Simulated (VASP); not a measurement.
Y3PbC, 5 atoms in the cell. Symmetry: Pm-3m, No. 221, cubic system. The conventional cell has a = 4.910 Å, b = 4.910 Å, c = 4.910 Å, α = 90.00°, β = 90.00°, γ = 90.00°. Y (site symmetry 4/mmm) has 2 C at 2.45 Å within 3.2 Å. Within 4.6 Å of Pb (site symmetry m-3m) lie 12 Y at 3.47 Å and 8 C at 4.25 Å. Within 3.2 Å of C (site symmetry m-3m) lie 6 Y at 2.45 Å. 

| Property | Result |
| --- | --- |
| Program | VASP 6.6.1 |
| Task | single point |
| Functional | LDA |
| Potentials or basis | VASP PAW LDA potentials, release 64 (Y_sv, Pb_d, C) |
| Cutoff | 520 eV |
| k mesh | 5 × 5 × 5 |
| Occupations | fermi-dirac, width 0.1 eV |
| Spin | no spin polarisation |
| Dipole correction | no |
| Further INCAR settings | ALGO = Normal; EDIFF = 1e-06; NBANDS = 34 |

Potentials or basis: VASP PAW LDA potentials, release 64 (Y_sv, Pb_d, C).

Run with:

```console
$ cat potpaw_LDA.64/Y_sv/POTCAR potpaw_LDA.64/Pb_d/POTCAR potpaw_LDA.64/C/POTCAR > POTCAR
$ mpirun -np 1 vasp_std > vasp.out
```

Hardware: 1 thread of Intel Xeon 8259CL, on a shared host.

Estimate the wall time of this run.

Run time: 60 s on 1 thread of Intel Xeon 8259CL (shared host), peak memory 0.23 GiB. Counts: scf iterations 14, k points 10.
